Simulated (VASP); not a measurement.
The system is V.

```
V
1.0
     0.00000    1.94424    1.94424
     1.94424    0.00000    1.94424
     1.94424    1.94424    0.00000
V
1
Direct
  0.00000 0.00000 0.00000
```

This isn't the form of V at room conditions, which is bcc.

```yaml
Program: VASP 6.6.1
Task: relaxation of cell and atoms
Functional: PBE
Potentials_or_basis: VASP PAW PBE potentials, release 64 (V_sv)
Cutoff: 600 eV
k_mesh: 15 × 15 × 15
Occupations: methfessel-paxton, width 0.05 eV
Spin: collinear spin, ferromagnetic start
Starting_moments: "[1.5] μB"
```

At the start: pressure -8.9 GPa; volume 14.70 Å³/atom.

Task: Where does the relaxation end?

Result: Over 5 steps the energy falls by 23.0 meV/atom and the volume is 13.91 Å³/atom (-5.4 %); space group Fm-3m (No. 225, to 0.1 Å) before and after; moment 0.00 μB per cell.

The path:
```tsv
step	energy change (eV)	largest force (eV/Å)	pressure (GPa)	volume (Å³)
1	0.0000	0.0000	-8.88	14.70
2	0.0103	0.0000	12.95	13.03
3	-0.0230	0.0000	-0.17	13.91
4	-0.0230	0.0000	0.07	13.90
5	-0.0230	0.0000	-0.04	13.91
```

Final structure:
```cif
data_structure
_symmetry_space_group_name_H-M 'P 1'
_symmetry_Int_Tables_number 1
_cell_length_a 2.6994
_cell_length_b 2.6994
_cell_length_c 2.6994
_cell_angle_alpha 60.000
_cell_angle_beta 60.000
_cell_angle_gamma 60.000
_cell_volume 13.91
loop_
_atom_site_label
_atom_site_type_symbol
_atom_site_fract_x
_atom_site_fract_y
_atom_site_fract_z
_atom_site_occupancy
V1 V 0.00000 0.00000 0.00000 1
```

Caveat: the moments typed at the start vanished in this run.
